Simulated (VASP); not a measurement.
Here is a VASP 6.6.1 calculation.

The input INCAR:

```
SYSTEM = BaH2
ALGO = Normal
EDIFF = 1E-7
ENCUT = 520
GGA = PS
ISIF = 2
ISMEAR = 0
LASPH = .True.
LCHARG = .True.
LELF = .True.
LREAL = .False.
LVHAR = .True.
LWAVE = .False.
NBANDS = 21
NELM = 60
PREC = Accurate
SIGMA = 0.02
```

Contents of KPOINTS:

```
k-points
0
Gamma
  6 6 6
  0 0 0
```

Contents of POSCAR:

```
BaH2
1.0
    4.3846172411      0.0000000000      0.0000000000
   -2.1923086206      3.7971899167      0.0000000000
    0.0000000000      0.0000000000      5.7961610691
Ba H
2 4
Direct
    0.6666666667      0.3333333333      0.7500000000
    0.3333333333      0.6666666667      0.2500000000
    0.3333333333      0.6666666667      0.7500000000
    0.6666666667      0.3333333333      0.2500000000
    0.0000000000      0.0000000000      0.5000000000
    0.0000000000      0.0000000000      0.0000000000
```

Potentials or basis: VASP PAW PBE potentials, release 64 (Ba_sv, H).

Run with:

```sh
$ cat potpaw_PBE.64/Ba_sv/POTCAR potpaw_PBE.64/H/POTCAR > POTCAR
$ mpirun -np 1 vasp_std > vasp.out
```

(1) What does it give for the pressure?

(2) Predict the band gap on the k mesh.

Results:

(1) 0.8 GPa.

(2) 1.53 eV (least direct gap 2.44 eV).

Caveat: the PAW data sets were made with another functional, which shifts forces and pressure a little; spin-orbit coupling is left out, which moves the levels of the heavy elements.
